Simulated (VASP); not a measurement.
A run of VASP 6.6.1 is set up as follows.

The input INCAR:

```
  ALGO = Normal
  EDIFF = 1E-7
  ENCUT = 520
  GGA = PE
  ISIF = 2
  ISMEAR = -1
  LASPH = True
  LCHARG = True
  LELF = True
  LREAL = Auto
  LVHAR = True
  LWAVE = False
  NBANDS = 22
  NELM = 60
  PREC = Accurate
  SIGMA = 0.1551
```

KPOINTS

```
Automatic mesh
0
Gamma
  2 2 2
  0.5 0.5 0.5
```

File POSCAR:

```
H
1.0
   -3.3617284453      5.5705286923      0.0000000000
   -3.3617284453     -5.5705286923      0.0000000000
    3.3617284453      0.0000000000      6.4375994428
H
16
Direct
    0.7973418271      0.6976031792      1.0685896290
    0.6980535590      0.3386989787      1.0810737856
    0.1313488335      0.7175639273      0.9265049889
    0.1842812509      0.2967459799      1.1389762698
    0.3081117830      0.3186657184      0.2084623332
    0.1299916293      0.6167775611     -0.0474136365
    0.8402759430      0.3214494259      0.1212647675
    0.7068431029      0.7591525005      0.0750102588
    0.4023120026      0.6122838140      0.5810771598
    0.6503400512      0.8550287016      0.3284816054
   -0.1092140540      0.4589023986      0.3971193024
    0.1504743868      1.1394078085      0.5105143663
    0.5307615530      0.6415120821      0.6199357440
    0.5951566144     -0.1287712608      0.3992788030
    0.9683669442      0.5688343104      0.4803351043
    1.0178621672      0.0044974918      0.4120798480
```

Potentials or basis: VASP PAW PBE potentials, release 64 (H).

Command:

```console
$ cat potpaw_PBE.64/H/POTCAR > POTCAR
$ mpirun -np 1 vasp_std > vasp.out
```

Q: What does it give for the pressure?

A: -0.3 GPa.

Q: Predict the band gap on the k mesh.

A: 7.72 eV.

Q: Predict the largest force.

A: 4.088 eV/Å.

Stress tensor (GPa, compression positive):
```
 0.45  0.96  0.52
 0.96 -2.71 -1.19
 0.52 -1.19  1.46
```

Caveat: the k points lie up to 0.60 Å⁻¹ apart; the atoms stand as in a frame of molecular dynamics; a shifted mesh leaves out Γ, where band edges can lie; forces of over 1 eV/Å act on the atoms, so gaps and moduli don't describe the material at rest. A k mesh can miss the band edges.
